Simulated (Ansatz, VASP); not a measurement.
Ta: VASP beside Ansatz

```
Ta
1.0
     0.00000    2.11671    2.11671
     2.11671    0.00000    2.11671
     2.11671    2.11671    0.00000
Ta
1
Direct
  0.00000 0.00000 0.00000
```

Alike in both runs: task relaxation of cell and atoms; functional PBE; k mesh 22 × 22 × 22; occupations gaussian, width 0.1 eV; no spin polarisation.

```csv
,VASP,Ansatz
version,VASP 6.6.1,Ansatz 0.2.0
potentials or method,"VASP PAW PBE potentials, release 64 (Ta_pv), cutoff 600 eV","scalar-relativistic, plane waves, PAW"
valence electrons in the cell,11,13
```

```csv
,VASP,Ansatz,Ansatz less VASP
"gap on the k mesh at the Fermi level, each at its own relaxed structure (eV)",none,none,-
relaxed volume (Å³/atom),18.83,18.83,+0.001
relaxed cell length with the largest relative difference (Å),2.986,2.986,+0.0001
```

A gap of «none» marks a metal or a gap that the smearing closes. VASP's potentials hold 11 valence electrons a cell and Ansatz's 13, so a difference there can come from the potentials and not from the codes.

Neither program's run includes spin-orbit coupling.
